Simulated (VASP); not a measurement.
# SrTiO3: single point with PBEsol

Crystal: SrTiO3.

```xyz
5
Lattice="3.8788 0.0000 0.0000 0.0000 3.8788 0.0000 0.0000 0.0000 3.8788" Properties=species:S:1:pos:R:3 pbc="T T T"
Sr    0.0000    0.0000    0.0000
Ti    1.9394    1.9394    1.9394
O     0.0000    1.9394    1.9394
O     1.9394    0.0000    1.9394
O     1.9394    1.9394    0.0000
```

This cell differs from its parent crystal: volume scaled by 0.98.

```json
{"Program": "VASP 6.6.1", "Task": "single point", "Functional": "PBEsol", "Potentials or basis": "VASP PAW PBE potentials, release 64 (Sr_sv, Ti_sv, O)", "Cutoff": "520 eV", "k mesh": "7 × 7 × 7", "Occupations": "fermi-dirac, width 0.05 eV", "Spin": "no spin polarisation", "Dipole correction": "no", "Further INCAR settings": "ALGO = Normal; EDIFF = 1e-06; NBANDS = 28"}
```

The pressure is 2.5 GPa and the band gap on the k mesh is 1.90 eV, indirect (least direct gap 2.18 eV).

Levels at points of the mesh, in eV from the valence-band top:
```
           k point  band 17  band 18  band 19  band 20  band 21  band 22  band 23  band 24
(0.00, 0.00, 0.00)    -1.15    -0.28    -0.28    -0.28     1.90     1.90     1.90     4.54
```

Run time: 38 s on 1 thread of AMD EPYC 7R13 Processor (Zen 3), on a shared host, peak memory 0.16 GiB.

Caveat: the PAW data sets were made with another functional, which shifts forces and pressure a little. A k mesh can miss the band edges.
